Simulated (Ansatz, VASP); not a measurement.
AlNi2: VASP beside Ansatz

```xyz
6
Lattice="3.9749 0.0000 0.0000 -1.9874 3.4424 0.0000 0.0000 0.0000 4.9060" Properties=species:S:1:pos:R:3 pbc="T T T"
Al    0.0000    2.2949    1.0879
Al    1.9874    1.1475    3.8181
Ni    0.0000    2.2949    3.5731
Ni    1.9874    1.1475    1.3330
Ni    0.0000    0.0000    2.4530
Ni    0.0000    0.0000    0.0000
```

Change from the starting cell: mode 4 (128.2 1/cm) frozen in, largest displacement -0.200 Å.

Alike in both runs: task single point; functional PBEsol; k mesh 12 × 12 × 10; occupations gaussian, width 0.15 eV; no spin polarisation.

|  | VASP | Ansatz |
| --- | --- | --- |
| version | VASP 6.6.1 | Ansatz 0.2.0 |
| potentials or method | VASP PAW PBE potentials, release 64 (Al, Ni), cutoff 520 eV | scalar-relativistic, plane waves, PAW |
| valence electrons in the cell | 46 | 78 |

```csv
,VASP,Ansatz,Ansatz less VASP
gap on the k mesh at the Fermi level (eV),none,none,-
pressure (GPa),1.3,1.1,-0.15
"traceless stress, the component that is largest in VASP (GPa)",0.02,0.09,+0.071
rms of the force components (eV/Å),0.153,0.148,-0.0048
```

VASP's potentials were made for PBE, not for PBEsol. Atom by atom the forces differ by 0.005 eV/Å (rms over components). A gap of «none» marks a metal or a gap that the smearing closes. VASP's potentials hold 46 valence electrons a cell and Ansatz's 78, so a difference there can come from the potentials and not from the codes.
